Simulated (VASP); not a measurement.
# Ru (P6_3/mmc) in VASP: a series of runs, part 3 of 3

VASP 6.6.1. Earlier steps stand in the parts before.

### Step 5. Single point, r2SCAN (biaxial strain in the a-b plane: +1.0 %)

File POSCAR:

```
Ru
1.0
    2.7294894396      0.0000000000      0.0000000000
   -1.3647447198      2.3638071941      0.0000000000
    0.0000000000      0.0000000000      4.2402439779
Ru
2
Direct
    0.3333333333      0.6666666667      0.2500000000
    0.6666666667      0.3333333333      0.7500000000
```

File INCAR.step1:

```
ALGO = Normal
EDIFF = 1E-4
ENCUT = 520
GGA = PE
ISMEAR = 0
LASPH = T
LCHARG = F
LREAL = F
LWAVE = T
NBANDS = 21
NELM = 80
PREC = Accurate
SIGMA = 0.1
```

File INCAR.step2:

```
ALGO = Normal
EDIFF = 1E-6
ENCUT = 520
ISIF = 2
ISMEAR = 0
ISTART = 1
LASPH = T
LCHARG = F
LMIXTAU = T
LREAL = F
LWAVE = F
METAGGA = R2SCAN
NBANDS = 21
NELM = 80
PREC = Accurate
SIGMA = 0.1
```

File KPOINTS:

```
k-points
0
Gamma
  24 24 12
```

Potentials or basis: VASP PAW PBE potentials, release 64 (Ru_pv).

Started as:

```bash
cat potpaw_PBE.64/Ru_pv/POTCAR > POTCAR
cp INCAR.step1 INCAR
mpirun -np 1 vasp_std > vasp.out
cp INCAR.step2 INCAR
mpirun -np 1 vasp_std > vasp.out
```

OUTCAR:

```text
EDIFF = 1E-6
   ENCUT = 520
   ISIF = 2
   ISMEAR = 0
   ISTART = 1
   LASPH = T
   LREAL = F
   METAGGA = R2SCAN
   NELM = 80
   PREC = Accurate

 ion  position               nearest neighbor table
   1  0.333  0.667  0.250-   2 2.64   2 2.64   2 2.64   2 2.64   2 2.64   2 2.64
   2  0.667  0.333  0.750-   1 2.64   1 2.64   1 2.64   1 2.64   1 2.64   1 2.64

  LATTYP: Found a hexagonal cell.
 ALAT       =     2.7294894396
 C/A-ratio  =     1.5534934543

  Lattice vectors:

 A1 = (   2.7294894396,   0.0000000000,   0.0000000000)
 A2 = (  -1.3647447198,   2.3638071941,   0.0000000000)
 A3 = (   0.0000000000,   0.0000000000,   4.2402439779)

Analysis of symmetry for initial positions (statically):
=====================================================================
 Subroutine PRICEL returns:
 Original cell was already a primitive cell.

 Routine SETGRP: Setting up the symmetry group for a
 hexagonal supercell.

 Subroutine GETGRP returns: Found 24 space group operations
 (whereof 12 operations were pure point group operations)
 out of a pool of 24 trial point group operations.

The static configuration has the point symmetry D_3d.
 The point group associated with its full space group is D_6h.

Analysis of symmetry for dynamics (positions and initial velocities):
=====================================================================
 Subroutine PRICEL returns:
 Original cell was already a primitive cell.

 Routine SETGRP: Setting up the symmetry group for a
 hexagonal supercell.

 Subroutine GETGRP returns: Found 24 space group operations
 (whereof 12 operations were pure point group operations)
 out of a pool of 24 trial point group operations.

The dynamic configuration has the point symmetry D_3d.
 The point group associated with its full space group is D_6h.

 Subroutine INISYM returns: Found 24 space group operations
 (whereof 12 operations are pure point group operations),
 and found     1 'primitive' translations

----------------------------------------------------------------------------------------

                                     Primitive cell

  volume of cell :      27.3580

  direct lattice vectors                    reciprocal lattice vectors
     2.729489440  0.000000000  0.000000000     0.366368884  0.211523174  0.000000000
    -1.364744720  2.363807194  0.000000000     0.000000000  0.423046348  0.000000000
     0.000000000  0.000000000  4.240243978     0.000000000  0.000000000  0.235835486

  length of vectors
     2.729489440  2.729489440  4.240243978     0.423046348  0.423046348  0.235835486

  position of ions in fractional coordinates (direct lattice)
     0.333333333  0.666666667  0.250000000
     0.666666667  0.333333333  0.750000000

  ion indices of the primitive-cell ions
   primitive index   ion index
                 1           1
                 2           2

----------------------------------------------------------------------------------------

 KPOINTS: k-points

Automatic generation of k-mesh.
 Grid dimensions read from file:
 generate k-points for:   24   24   12

 Generating k-lattice:

  Cartesian coordinates                     Fractional coordinates (reciprocal lattice)
     0.015265370  0.008813466  0.000000000     0.041666667  0.000000000  0.000000000
     0.000000000  0.017626931  0.000000000     0.000000000  0.041666667  0.000000000
     0.000000000  0.000000000  0.019652957     0.000000000  0.000000000  0.083333333

  Length of vectors
     0.017626931  0.017626931  0.019652957

  Shift w.r.t. Gamma in fractional coordinates (k-lattice)
     0.000000000  0.000000000  0.000000000

 Subroutine IBZKPT returns following result:
 ===========================================

 Found    427 irreducible k-points:

 Following reciprocal coordinates:
            Coordinates               Weight
  0.000000  0.000000  0.000000      1.000000
  0.041667 -0.000000  0.000000      6.000000
  0.083333  0.000000  0.000000      6.000000
  0.125000 -0.000000  0.000000      6.000000
  0.166667 -0.000000  0.000000      6.000000
  0.208333 -0.000000  0.000000      6.000000
[... 16 lines left out ...]
  0.416667  0.041667  0.000000     12.000000
  0.458333  0.041667  0.000000     12.000000
 [... further k-points ...]
   k-points           NKPTS =    427   k-points in BZ     NKDIM =    427   number of bands    NBANDS=     21
   number of dos      NEDOS =    301   number of ions     NIONS =      2
   total plane-waves  NPLWV =  12800
   dimension x,y,z NGX =    20 NGY =   20 NGZ =   32
   dimension x,y,z NGXF=    40 NGYF=   40 NGZF=   64
   ions per type =               2
   NGX,Y,Z   is equivalent  to a cutoff of  12.18, 12.18, 12.55 a.u.
   NGXF,Y,Z  is equivalent  to a cutoff of  24.36, 24.36, 25.09 a.u.
 SYSTEM =  unknown system
   PREC   = accura    normal or accurate (medium, high low for compatibility)
   ISTART =      1    job   : 0-new  1-cont  2-samecut
   ICHARG =      0    charge: 1-file 2-atom 10-const
   ISPIN  =      1    spin polarized calculation?
   LNONCOLLINEAR =      F non collinear calculations
   LSORBIT =      F    spin-orbit coupling
   LASPH  =      T    aspherical Exc in radial PAW
   ENCUT  =  520.0 eV  38.22 Ry    6.18 a.u.   5.08  5.08  7.88*2*pi/ulx,y,z
   NELM   =     80;   NELMIN=  2; NELMDL=  0     # of ELM steps
   EDIFF  = 0.1E-05   stopping-criterion for ELM
   LREAL  =      F    real-space projection
[... 7 lines left out ...]
   TEBEG  =    0.0;   TEEND  =   0.0 temperature during run
   PSTRESS=    0.0 pullay stress
   NELECT =      28.0000    total number of electrons
   NUPDOWN=      -1.0000    fix difference up-down
   EMIN   =  10.00;   EMAX   =-10.00  energy-range for DOS
   EFERMI =   0.00;   METHOD = LEGACY
   ISMEAR =     0;   SIGMA  =   0.10  broadening in eV -4-tet -1-fermi 0-gaus
   EFERMI_NEDOS =   21; number of points for ismear=-14 and -15
   IALGO  =     38    algorithm
   IMIX   =      4    mixing-type and parameters
     AMIX     =   0.40;   BMIX     =  1.00
     AMIX_MAG =   1.60;   BMIX_MAG =  1.00
  volume/ion in A,a.u.               =      13.68        92.31
  Fermi-wavevector in a.u.,A,eV,Ry     =   1.649805  3.117680 37.033127  2.721858
  Thomas-Fermi vector in A             =   2.738863
   LORBIT       =      0    0 simple, 1 ext, 2 COOP (PROOUT), +10 PAW based schemes
   METAGGA = R2SCAN    functional components
   LHFCALC =     F    Hartree Fock is set to
   AEXX    =    0.0000 exact exchange contribution
   IVDW    =     0    specifies the selected vdW correction
   LEPSILON=     F    determine dielectric tensor
   LRPA    =     F    only Hartree local field effects (RPA)
 non-spin polarized calculation
 Gauss-broadening in eV      SIGMA  =   0.10
  energy-cutoff  :      520.00
  volume of cell :       27.36
 maximum number of plane-waves:       753
   NGX = 11   NGY = 11   NGZ = 15

 number of electron      28.0000003 magnetization

 Free energy of the ion-electron system (eV)
  ---------------------------------------------------
  ext. energy  EPLUGINS =         0.00000000
  ---------------------------------------------------
  free energy    TOTEN  =       -50.85244552 eV

  energy without entropy =      -50.84388118  energy(sigma->0) =      -50.84816335

 E-fermi :  12.6105     XC(G=0): -15.3541

 val. band max:       12.6002568382   @ k =   0.2917   0.1667   0.2500
 cond. band min:      12.6202526795   @ k =   0.4167  -0.0000   0.3333
 fundamental gap:      0.0199958414
 Fermi energy:        12.6105136991

 k-point     1 :       0.0000    0.0000    0.0000
  band No.  band energies     occupation
      1     -32.4957      2.00000
      2     -31.5131      2.00000
      3     -31.5131      2.00000
      4     -31.3164      2.00000
      5     -31.3164      2.00000
      6     -31.2458      2.00000
[... 13 lines left out ...]
     20      20.9871      0.00000
     21      23.5874      0.00000

 k-point     2 :       0.0417   -0.0000    0.0000
  band No.  band energies     occupation
      1     -32.4894      2.00000
      2     -31.5256      2.00000
      3     -31.5175      2.00000
      4     -31.3297      2.00000
      5     -31.3179      2.00000
      6     -31.2490      2.00000
[... 520 lines left out ...]
 k-point    24 :       0.4583    0.0417    0.0000
  band No.  band energies     occupation
      1     -32.2469      2.00000
      2     -32.0320      2.00000
      3     -31.9816      2.00000
      4     -31.7550      2.00000
      5     -31.5753      2.00000
      6     -31.4350      2.00000
[... 13 lines left out ...]
     20      20.9872      0.00000
     21      24.2045      0.00000

 [... further k-points ...]

------------------------ aborting loop because EDIFF is reached ----------------------------------------

  FORCE on cell =-STRESS in cart. coord.  units (eV):
  Direction    XX          YY          ZZ          XY          YZ          ZX
  --------------------------------------------------------------------------------------
  -------------------------------------------------------------------------------------
  Total       -0.8211840     -0.8211840      0.2186257     -0.0000000      0.0000000      0.0000000
  in kB      -48.0913233    -48.0913233     12.8034642     -0.0000000      0.0000000      0.0000000
  external PRESSURE =     -27.7930608 kB  Pullay stress =       0.0000000 kB

 VOLUME and BASIS-vectors are now :
 -----------------------------------------------------------------------------
  energy-cutoff  :      520.00
  volume of cell :       27.36
      direct lattice vectors                 reciprocal lattice vectors
     2.729489440  0.000000000  0.000000000     0.366368884  0.211523174  0.000000000
    -1.364744720  2.363807194  0.000000000     0.000000000  0.423046348  0.000000000
     0.000000000  0.000000000  4.240243978     0.000000000  0.000000000  0.235835486

 POSITION                                       TOTAL-FORCE (eV/Angst)
 -----------------------------------------------------------------------------------
     -0.00000      1.57587      1.06006         0.000000     -0.000000      0.000000
      1.36474      0.78794      3.18018        -0.000000      0.000000      0.000000
 -----------------------------------------------------------------------------------
    total drift:                               -0.000000      0.000000     -0.000000

  FREE ENERGIE OF THE ION-ELECTRON SYSTEM (eV)
  ---------------------------------------------------
  free  energy   TOTEN  =       -50.8524455220 eV

  energy  without entropy=      -50.8438811762  energy(sigma->0) =      -50.84816335
```

Run time: 12 min. Hardware: 1 thread of Intel Xeon 8259CL, shared host; peak memory 0.3 GiB.

Results:

* Free energy: -50.8524 eV
* Pressure: -2.8 GPa
* Band gap on the k mesh: zero (bands 14 and 15 overlap by 3.31 eV)

Stress tensor (GPa, compression positive):
```
-4.81  0.00  0.00
 0.00 -4.81  0.00
 0.00  0.00  1.28
```

Levels at points of the mesh, in eV from the Fermi level:
| k point | band 12 | band 13 | band 14 | band 15 | band 16 | band 17 |
| --- | --- | --- | --- | --- | --- | --- |
| (0.00, 0.00, 0.00) | -1.97 | -1.97 | -1.61 | -1.61 | 1.19 | 1.19 |
| (0.50, 0.00, 0.00) | -1.94 | -1.48 | 1.32 | 1.79 | 2.02 | 4.12 |
| (0.00, 0.00, 0.50) | -2.94 | -2.72 | -2.72 | 0.55 | 0.55 | 0.55 |
| (0.50, 0.00, 0.50) | -1.19 | 0.43 | 0.43 | 1.62 | 1.62 | 3.47 |

Caveat: the cell differs from its parent crystal (biaxial strain in the a-b plane: +1.0 %); the PAW data sets were made with another functional, which shifts forces and pressure a little.

### Step 6. Single point, r2SCAN

This run uses another cell than the first one, of 13.49 Å³/atom.

File POSCAR:

```
Ru
1.0
    2.7024647927      0.0000000000      0.0000000000
   -1.3512323963      2.3404031633      0.0000000000
    0.0000000000      0.0000000000      4.2658390146
Ru
2
Direct
    0.3333333333      0.6666666667      0.2500000000
    0.6666666667      0.3333333333      0.7500000000
```

File INCAR.step1:

```
ALGO = Normal
EDIFF = 1E-4
ENCUT = 520
GGA = PE
ISMEAR = 0
LASPH = True
LCHARG = False
LREAL = False
LWAVE = True
NBANDS = 21
NELM = 80
PREC = Accurate
SIGMA = 0.1
```

File INCAR.step2:

```
ALGO = Normal
EDIFF = 1E-7
ENCUT = 520
ISIF = 2
ISMEAR = 0
ISTART = 1
LASPH = True
LCHARG = False
LMIXTAU = True
LREAL = False
LWAVE = False
METAGGA = R2SCAN
NBANDS = 21
NELM = 80
PREC = Accurate
SIGMA = 0.1
```

File KPOINTS:

```
k-points
0
Gamma
  18 18 10
```

Potentials or basis: VASP PAW PBE potentials, release 64 (Ru_pv).

Started as:

```bash
cat potpaw_PBE.64/Ru_pv/POTCAR > POTCAR
cp INCAR.step1 INCAR
mpirun -np 1 vasp_std > vasp.out
cp INCAR.step2 INCAR
mpirun -np 1 vasp_std > vasp.out
```

It took 2.6 min on 1 thread of Intel Xeon 6975P-C (Granite Rapids), shared host; peak memory 0.21 GiB.

Results (log left out):

```yaml
Free_energy: -50.8590 eV
Pressure: 1.5 GPa
Band_gap_on_the_k_mesh: zero (bands 14 and 15 overlap by 3.29 eV)
```

Stress tensor (GPa, compression positive):
```
1.46 0.00 0.00
0.00 1.46 0.00
0.00 0.00 1.66
```

Levels at points of the mesh, in eV from the Fermi level:
| k point | band 10 | band 11 | band 12 | band 13 | band 14 | band 15 | band 16 | band 17 | band 18 | band 19 |
| --- | --- | --- | --- | --- | --- | --- | --- | --- | --- | --- |
| (0.00, 0.00, 0.00) | -2.72 | -2.51 | -2.00 | -2.00 | -1.49 | -1.49 | 1.25 | 1.25 | 1.40 | 8.42 |
| (0.50, 0.00, 0.00) | -3.19 | -2.17 | -1.88 | -1.57 | 1.49 | 1.93 | 2.03 | 4.27 | 6.46 | 8.42 |
| (0.00, 0.00, 0.50) | -2.91 | -2.91 | -2.91 | -2.83 | -2.83 | 0.58 | 0.58 | 0.58 | 0.58 | 8.42 |
| (0.50, 0.00, 0.50) | -4.77 | -1.12 | -1.12 | 0.48 | 0.48 | 1.76 | 1.76 | 3.57 | 3.57 | 8.42 |

Caveat: the PAW data sets were made with another functional, which shifts forces and pressure a little.

### Step 7. The runs side by side

```csv
task,cell,k mesh,cutoff (eV),gap on the mesh (eV),pressure (GPa)
relaxation of cell and atoms,"relaxed to 60 GPa from a = 2.581, b = 2.581, c = 4.088 Å, angles 90.0, 90.0, 120.0°, 2 atoms",18 × 18 × 10,600,none,60.0
single point,"a = 2.702, b = 2.702, c = 4.266 Å, angles 90.0, 90.0, 120.0°, 2 atoms",24 × 24 × 12,520,none,1.6
single point,"a = 2.729, b = 2.729, c = 4.238 Å, angles 90.0, 90.0, 120.0°, 2 atoms",24 × 24 × 12,520,none,-2.6
single point,"a = 2.729, b = 2.729, c = 4.240 Å, angles 90.0, 90.0, 120.0°, 2 atoms",24 × 24 × 12,520,none,-2.8
single point,"a = 2.702, b = 2.702, c = 4.266 Å, angles 90.0, 90.0, 120.0°, 2 atoms",18 × 18 × 10,520,none,1.5
```

Alike in all rows: level r2SCAN; potentials or basis VASP PAW PBE potentials, release 64 (Ru_pv); no spin polarisation; smearing gaussian 0.1 eV.

Caveats: the PAW data sets were made with another functional, which shifts forces and pressure a little; the cell is relaxed towards a set pressure, so the run minimises the enthalpy, not the energy (at least some runs).

Total energies depend on the potentials used, so only differences within one code and one set of settings carry meaning.
